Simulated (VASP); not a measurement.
# Sn3PbSe4 (Cmmm) in VASP: single point with PBE

Aim: the single point of Sn3PbSe4 with PBE.

Everything below comes from runs of VASP 6.6.1. Logs are shortened: lines on timing, memory, paths and dates and some standing lists are left out, and cuts for length are marked.

## 1. The cell of the first run

The structure is orthorhombic, space group Cmmm (No. 65). Conventional cell: a = 8.630 Å, b = 12.206 Å, c = 4.315 Å, α = 90.00°, β = 90.00°, γ = 90.00°. Sn (site symmetry 2/m) has 6 Se at 3.05 Å within 4.0 Å. Within 4.0 Å of Sn (site symmetry mmm) lie 6 Se at 3.02 Å. Within 4.1 Å of Pb (site symmetry mmm) lie 6 Se at 3.08 Å. Se (site symmetry 2mm) has 4 Sn at 3.02 to 3.05 Å and 2 Pb at 3.08 Å within 4.0 Å. Within 4.0 Å of Se (site symmetry m2m) lie 5 Sn at 3.02 to 3.05 Å and 1 Pb at 3.08 Å.

## 2. Single point, PBE

Input file INCAR:

```
SYSTEM = Sn3PbSe4
PREC = Accurate
ENCUT = 520
EDIFF = 1E-6
ISMEAR = 0
SIGMA = 0.1
LREAL = .False.
LASPH = .True.
NELM = 100
ALGO = Normal
ISIF = 2
LWAVE = .False.
LCHARG = .True.
GGA = PE
LELF = .True.
LVHAR = .True.
NBANDS = 50
```

Input file KPOINTS:

```
Automatic mesh
0
Gamma
  4 4 4
  0 0 0
```

Input file POSCAR:

```
Sn3PbSe4
1.0
    4.3150201000     -6.1027561000      0.0000000000
    4.3150201000      6.1027561000      0.0000000000
    0.0000000000      0.0000000000      4.3153571000
Sn Pb Se
3 1 4
Direct
    0.0000000000      0.5000000000      0.0000000000
    0.0000000000      0.0000000000      0.5000000000
    0.5000000000      0.0000000000      0.0000000000
    0.5000000000      0.5000000000      0.5000000000
    0.7553240000      0.7553240000      0.0000000000
    0.7526310000      0.2473690000      0.5000000000
    0.2446760000      0.2446760000      0.0000000000
    0.2473690000      0.7526310000      0.5000000000
```

Potentials or basis: VASP PAW PBE potentials, release 64 (Sn_d, Pb_d, Se).

Run with:

```console
> cat potpaw_PBE.64/Sn_d/POTCAR potpaw_PBE.64/Pb_d/POTCAR potpaw_PBE.64/Se/POTCAR > POTCAR
> mpirun -np 1 vasp_std > vasp.out
```

OUTCAR:

```text
SYSTEM = Sn3PbSe4
   PREC = Accurate
   ENCUT = 520
   EDIFF = 1E-6
   ISMEAR = 0
   LREAL = .False.
   LASPH = .True.
   NELM = 100
   ISIF = 2
   GGA = PE

 ion  position               nearest neighbor table
   1  0.000  0.500  0.000-   6 3.05   8 3.05   6 3.05   8 3.05   7 3.05   5 3.05
   2  0.000  0.000  0.500-   5 3.02   7 3.02   5 3.02   7 3.02   6 3.02   8 3.02
   3  0.500  0.000  0.000-   6 3.05   8 3.05   6 3.05   8 3.05   7 3.05   5 3.05
   4  0.500  0.500  0.500-   6 3.08   8 3.08   7 3.08   5 3.08   5 3.08   7 3.08
   5  0.755  0.755  0.000-   2 3.02   2 3.02   3 3.05   1 3.05   4 3.08   4 3.08
   6  0.753  0.247  0.500-   2 3.02   1 3.05   3 3.05   1 3.05   3 3.05   4 3.08
   7  0.245  0.245  0.000-   2 3.02   2 3.02   3 3.05   1 3.05   4 3.08   4 3.08
   8  0.247  0.753  0.500-   2 3.02   1 3.05   3 3.05   1 3.05   3 3.05   4 3.08

  LATTYP: Found a base centered orthorhombic cell.
 ALAT       =     8.6300402000
 B/A-ratio  =     1.4143053702
 C/A-ratio  =     0.5000390496

  Lattice vectors:

 A1 = (   4.3150201000,  -6.1027561000,   0.0000000000)
 A2 = (   4.3150201000,   6.1027561000,   0.0000000000)
 A3 = (   0.0000000000,   0.0000000000,   4.3153571000)

Analysis of symmetry for initial positions (statically):
=====================================================================
 Subroutine PRICEL returns:
 Original cell was already a primitive cell.

 Routine SETGRP: Setting up the symmetry group for a
 base centered orthorhombic supercell.

 Subroutine GETGRP returns: Found  8 space group operations
 (whereof  8 operations were pure point group operations)
 out of a pool of  8 trial point group operations.

The static configuration has the point symmetry D_2h.

Analysis of symmetry for dynamics (positions and initial velocities):
=====================================================================
 Subroutine PRICEL returns:
 Original cell was already a primitive cell.

 Routine SETGRP: Setting up the symmetry group for a
 base centered orthorhombic supercell.

 Subroutine GETGRP returns: Found  8 space group operations
 (whereof  8 operations were pure point group operations)
 out of a pool of  8 trial point group operations.

The dynamic configuration has the point symmetry D_2h.

 Subroutine INISYM returns: Found  8 space group operations
 (whereof  8 operations are pure point group operations),
 and found     1 'primitive' translations

----------------------------------------------------------------------------------------

                                     Primitive cell

  volume of cell :     227.2770

  direct lattice vectors                    reciprocal lattice vectors
     4.315020100 -6.102756100  0.000000000     0.115874315 -0.081930195  0.000000000
     4.315020100  6.102756100  0.000000000     0.115874315  0.081930195  0.000000000
     0.000000000  0.000000000  4.315357100     0.000000000  0.000000000  0.231730533

  length of vectors
     7.474157510  7.474157510  4.315357100     0.141913403  0.141913403  0.231730533

  position of ions in fractional coordinates (direct lattice)
     0.000000000  0.500000000  0.000000000
     0.000000000  0.000000000  0.500000000
     0.500000000  0.000000000  0.000000000
     0.500000000  0.500000000  0.500000000
     0.755324000  0.755324000  0.000000000
     0.752631000  0.247369000  0.500000000
     0.244676000  0.244676000  0.000000000
     0.247369000  0.752631000  0.500000000

  ion indices of the primitive-cell ions
   primitive index   ion index
                 1           1
                 2           2
                 3           3
                 4           4
                 5           5
                 6           6
                 7           7
                 8           8

----------------------------------------------------------------------------------------

 KPOINTS: Automatic mesh

Automatic generation of k-mesh.
 Grid dimensions read from file:
 generate k-points for:    4    4    4

 Generating k-lattice:

  Cartesian coordinates                     Fractional coordinates (reciprocal lattice)
     0.028968579 -0.020482549  0.000000000     0.250000000  0.000000000  0.000000000
     0.028968579  0.020482549  0.000000000     0.000000000  0.250000000  0.000000000
     0.000000000  0.000000000  0.057932633     0.000000000  0.000000000  0.250000000

  Length of vectors
     0.035478351  0.035478351  0.057932633

  Shift w.r.t. Gamma in fractional coordinates (k-lattice)
     0.000000000  0.000000000  0.000000000

 Subroutine IBZKPT returns following result:
 ===========================================

 Found     21 irreducible k-points:

 Following reciprocal coordinates:
            Coordinates               Weight
  0.000000  0.000000  0.000000      1.000000
  0.250000  0.000000  0.000000      4.000000
  0.500000  0.000000  0.000000      2.000000
  0.250000  0.250000  0.000000      2.000000
  0.500000  0.250000  0.000000      4.000000
 -0.250000  0.250000  0.000000      2.000000
[... 13 lines left out ...]
 -0.250000  0.250000  0.500000      2.000000
  0.500000  0.500000  0.500000      1.000000
   k-points           NKPTS =     21   k-points in BZ     NKDIM =     21   number of bands    NBANDS=     50
   number of dos      NEDOS =    301   number of ions     NIONS =      8
   total plane-waves  NPLWV = 100352
   dimension x,y,z NGX =    56 NGY =   56 NGZ =   32
   dimension x,y,z NGXF=   112 NGYF=  112 NGZF=   64
   ions per type =               3   1   4
   NGX,Y,Z   is equivalent  to a cutoff of  12.46, 12.46, 12.33 a.u.
   NGXF,Y,Z  is equivalent  to a cutoff of  24.91, 24.91, 24.66 a.u.
 SYSTEM =  Sn3PbSe4
   PREC   = accura    normal or accurate (medium, high low for compatibility)
   ISTART =      0    job   : 0-new  1-cont  2-samecut
   ICHARG =      2    charge: 1-file 2-atom 10-const
   ISPIN  =      1    spin polarized calculation?
   LNONCOLLINEAR =      F non collinear calculations
   LSORBIT =      F    spin-orbit coupling
   LASPH  =      T    aspherical Exc in radial PAW
   ENCUT  =  520.0 eV  38.22 Ry    6.18 a.u.  13.90 13.90  8.02*2*pi/ulx,y,z
   NELM   =    100;   NELMIN=  2; NELMDL= -5     # of ELM steps
   EDIFF  = 0.1E-05   stopping-criterion for ELM
   LREAL  =      F    real-space projection
   EDIFFG = 0.1E-04   stopping-criterion for IOM
   NSW    =      0    number of steps for IOM
   IBRION =     -1    ionic relax: 0-MD 1-quasi-New 2-CG
   NFREE  =      0    steps in history (QN), initial steepest desc. (CG)
   ISIF   =      2    stress and relaxation
   ISYM   =      2    0-nonsym 1-usesym 2-fastsym
   POTIM  = 0.5000    time-step for ionic-motion
   TEBEG  =    0.0;   TEEND  =   0.0 temperature during run
   PSTRESS=    0.0 pullay stress
   NELECT =      80.0000    total number of electrons
   NUPDOWN=      -1.0000    fix difference up-down
   EMIN   =  10.00;   EMAX   =-10.00  energy-range for DOS
   EFERMI =   0.00;   METHOD = LEGACY
   ISMEAR =     0;   SIGMA  =   0.10  broadening in eV -4-tet -1-fermi 0-gaus
   EFERMI_NEDOS =   21; number of points for ismear=-14 and -15
   IALGO  =     38    algorithm
   IMIX   =      4    mixing-type and parameters
     AMIX     =   0.40;   BMIX     =  1.00
     AMIX_MAG =   1.60;   BMIX_MAG =  1.00
  volume/ion in A,a.u.               =      28.41       191.72
  Fermi-wavevector in a.u.,A,eV,Ry     =   1.155898  2.184331 18.178757  1.336101
  Thomas-Fermi vector in A             =   2.292523
   LORBIT       =      0    0 simple, 1 ext, 2 COOP (PROOUT), +10 PAW based schemes
   GGA     = PE    functional components
   LHFCALC =     F    Hartree Fock is set to
   AEXX    =    0.0000 exact exchange contribution
   IVDW    =     0    specifies the selected vdW correction
   LEPSILON=     F    determine dielectric tensor
   LRPA    =     F    only Hartree local field effects (RPA)
 non-spin polarized calculation
 Gauss-broadening in eV      SIGMA  =   0.10
  energy-cutoff  :      520.00
  volume of cell :      227.28
 maximum number of plane-waves:      6156
   NGX = 27   NGY = 27   NGZ = 17

 number of electron      80.0000035 magnetization

 Free energy of the ion-electron system (eV)
  ---------------------------------------------------
  ext. energy  EPLUGINS =         0.00000000
  ---------------------------------------------------
  free energy    TOTEN  =       -32.85659647 eV

  energy without entropy =      -32.85295413  energy(sigma->0) =      -32.85477530

 E-fermi :   5.3040     XC(G=0):  -9.4579

 val. band max:        5.2458135214   @ k =   0.0000   0.0000   0.0000
 cond. band min:       5.3279946554   @ k =   0.0000   0.0000   0.0000
 fundamental gap:      0.0821811340
 Fermi energy:         5.3040419942

 k-point     1 :       0.0000    0.0000    0.0000
  band No.  band energies     occupation
      1     -16.4488      2.00000
      2     -16.4443      2.00000
      3     -16.4397      2.00000
      4     -16.4383      2.00000
      5     -16.4347      2.00000
      6     -16.4342      2.00000
[... 42 lines left out ...]
     49       9.4489      0.00000
     50       9.4531      0.00000

 k-point     2 :       0.2500    0.0000    0.0000
  band No.  band energies     occupation
      1     -16.4479      2.00000
      2     -16.4447      2.00000
      3     -16.4378      2.00000
      4     -16.4374      2.00000
      5     -16.4348      2.00000
      6     -16.4339      2.00000
[... 42 lines left out ...]
     49       8.7725      0.00000
     50       8.7868      0.00000

 k-point     3 :       0.5000    0.0000    0.0000
  band No.  band energies     occupation
      1     -16.4464      2.00000
      2     -16.4458      2.00000
      3     -16.4357      2.00000
      4     -16.4356      2.00000
      5     -16.4335      2.00000
      6     -16.4335      2.00000
[... 943 lines left out ...]
     49       8.9508      0.00000
     50       8.9797      0.00000

 k-point    21 :       0.5000    0.5000    0.5000
  band No.  band energies     occupation
      1     -16.4512      2.00000
      2     -16.4391      2.00000
      3     -16.4386      2.00000
      4     -16.4385      2.00000
      5     -16.4374      2.00000
      6     -16.4370      2.00000
[... 42 lines left out ...]
     49      10.3183      0.00000
     50      10.4051      0.00000

------------------------ aborting loop because EDIFF is reached ----------------------------------------

  FORCE on cell =-STRESS in cart. coord.  units (eV):
  Direction    XX          YY          ZZ          XY          YZ          ZX
  --------------------------------------------------------------------------------------
  -------------------------------------------------------------------------------------
  Total       -0.3671228     -0.4252300     -0.3710461      0.0000000      0.0000000      0.0000000
  in kB       -2.5880124     -2.9976363     -2.6156693      0.0000000      0.0000000      0.0000000
  external PRESSURE =      -2.7337727 kB  Pullay stress =       0.0000000 kB

 VOLUME and BASIS-vectors are now :
 -----------------------------------------------------------------------------
  energy-cutoff  :      520.00
  volume of cell :      227.28
      direct lattice vectors                 reciprocal lattice vectors
     4.315020100 -6.102756100  0.000000000     0.115874315 -0.081930195  0.000000000
     4.315020100  6.102756100  0.000000000     0.115874315  0.081930195  0.000000000
     0.000000000  0.000000000  4.315357100     0.000000000  0.000000000  0.231730533

 POSITION                                       TOTAL-FORCE (eV/Angst)
 -----------------------------------------------------------------------------------
      2.15751      3.05138      0.00000        -0.000000      0.000000      0.000000
      0.00000      0.00000      2.15768        -0.000000      0.000000      0.000000
      2.15751     -3.05138      0.00000        -0.000000     -0.000000      0.000000
      4.31502      0.00000      2.15768        -0.000000     -0.000000      0.000000
      6.51848      0.00000      0.00000        -0.000594      0.000000      0.000000
      4.31502     -3.08349      2.15768        -0.000000      0.001117      0.000000
      2.11156      0.00000      0.00000         0.000594      0.000000      0.000000
      4.31502      3.08349      2.15768        -0.000000     -0.001117     -0.000000
 -----------------------------------------------------------------------------------
    total drift:                                0.000000      0.000000      0.000000

  FREE ENERGIE OF THE ION-ELECTRON SYSTEM (eV)
  ---------------------------------------------------
  free  energy   TOTEN  =       -32.8565964723 eV

  energy  without entropy=      -32.8529541331  energy(sigma->0) =      -32.85477530
```

Run time: 3.7 min. Hardware: 1 thread of AMD EPYC 7R43 (Zen 3), shared host; peak memory 0.4 GiB.

What came out:

```yaml
Free_energy: -32.8566 eV
Pressure: -0.3 GPa
Band_gap_on_the_k_mesh: 0.08 eV
```

Levels at points of the mesh, in eV from the valence-band top:
| k point | band 37 | band 38 | band 39 | band 40 | band 41 | band 42 | band 43 | band 44 |
| --- | --- | --- | --- | --- | --- | --- | --- | --- |
| (0.00, 0.00, 0.00) | -1.83 | -1.83 | -0.03 | 0.00 | 0.08 | 0.38 | 1.20 | 1.25 |
| (0.50, 0.00, 0.00) | -2.03 | -2.02 | -1.11 | -1.09 | 1.85 | 2.13 | 2.38 | 2.38 |
| (0.50, 0.50, 0.00) | -1.88 | -1.67 | -0.77 | -0.67 | 1.05 | 1.15 | 1.66 | 1.82 |
| (0.00, 0.00, 0.50) | -1.19 | -0.87 | -0.66 | -0.60 | 1.05 | 1.14 | 1.39 | 1.55 |
| (0.50, 0.00, 0.50) | -2.53 | -2.22 | -2.08 | -2.02 | 2.55 | 2.58 | 2.62 | 2.65 |
| (0.50, 0.50, 0.50) | -1.82 | -1.82 | -0.03 | 0.00 | 0.10 | 0.38 | 1.21 | 1.25 |

Caveat: spin-orbit coupling is left out, which moves the levels of the heavy elements. A k mesh can miss the band edges.
